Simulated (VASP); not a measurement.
Mn3Si:

```xyz
4
Lattice="0.0000 2.8610 2.8610 2.8610 0.0000 2.8610 2.8610 2.8610 0.0000" Properties=species:S:1:pos:R:3 pbc="T T T"
Mn    2.8610    2.8610    2.8610
Mn    1.4305    1.4305    1.4305
Mn    4.2915    4.2915    4.2915
Si    0.0000    0.0000    0.0000
```

- Program: VASP 6.6.1
- Task: relaxation of cell and atoms
- Functional: PBEsol
- Dispersion: D3(BJ)
- Potentials or basis: VASP PAW PBE potentials, release 64 (Mn_pv, Si)
- Cutoff: 600 eV
- k mesh: 8 × 8 × 8
- Occupations: fermi-dirac, width 0.05 eV
- Spin: collinear spin, ferromagnetic start
- Starting moments: [5.2, 5.2, 5.2, 0.0] μB

At the start: pressure -21.3 GPa; volume 11.71 Å³/atom.

Problem. Where does the relaxation end?

Solution. Over 4 steps the energy falls by 120.3 meV/atom and the volume is 10.50 Å³/atom (-10.3 %); space group Fm-3m (No. 225, to 0.1 Å) before and after; moment 1.16 μB per cell.

The path:
```
step  energy change (eV)  largest force (eV/Å)  pressure (GPa)  volume (Å³)
   1              0.0000                0.0000          -21.32        46.84
   2              0.0841                0.0000           41.74        37.05
   3             -0.4783                0.0000            2.30        41.57
   4             -0.4812                0.0000           -0.20        42.02
```

Final structure:
```xyz
4
Lattice="0.0000 2.7593 2.7593 2.7593 0.0000 2.7593 2.7593 2.7593 0.0000" Properties=species:S:1:pos:R:3 pbc="T T T"
Mn    2.7593    2.7593    2.7593
Mn    1.3796    1.3796    1.3796
Mn    4.1389    4.1389    4.1389
Si    0.0000    0.0000    0.0000
```

Caveat: the PAW data sets were made with another functional, which shifts forces and pressure a little.
